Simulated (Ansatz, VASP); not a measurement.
## Two plane-wave programs on NbTe4Mo

```
Nb Te Mo
1.0
     3.68727    0.00000    0.00000
    -1.84364    3.19327    0.00000
     0.00000    0.00000   14.64513
Nb Te Mo
1 4 1
Cartesian
  1.8436 1.0644 7.3226
  0.0000 2.1288 5.4333
  1.8436 1.0644 12.7559
  0.0000 2.1288 9.2118
  1.8436 1.0644 1.8892
  0.0000 2.1288 0.0000
```

Alike in both runs: task relaxation of cell and atoms; functional PBE; k mesh 6 × 6 × 2; occupations gaussian, width 0.1 eV; no spin polarisation.

```csv
,VASP,Ansatz
version,VASP 6.6.1,Ansatz 0.2.0
potentials or method,"VASP PAW PBE potentials, release 64 (Nb_sv, Te, Mo_sv), cutoff 600 eV","scalar-relativistic, plane waves, PAW"
valence electrons in the cell,51,91
```

VASP gave:

| Property | Result |
| --- | --- |
| gap on the k mesh at the Fermi level, each at its own relaxed structure (eV) | none |
| relaxed volume (Å³/atom) | 27.93 |
| relaxed cell length with the largest relative difference (Å) | 14.686 |

Question: Which values does Ansatz return?

Answer: gap on the k mesh at the Fermi level, each at its own relaxed structure (eV): none; relaxed volume (Å³/atom): 28.01; relaxed cell length with the largest relative difference (Å): 14.719.

A gap of «none» marks a metal or a gap that the smearing closes. VASP's potentials hold 51 valence electrons a cell and Ansatz's 91, so a difference there can come from the potentials and not from the codes.

Neither program's run includes spin-orbit coupling.
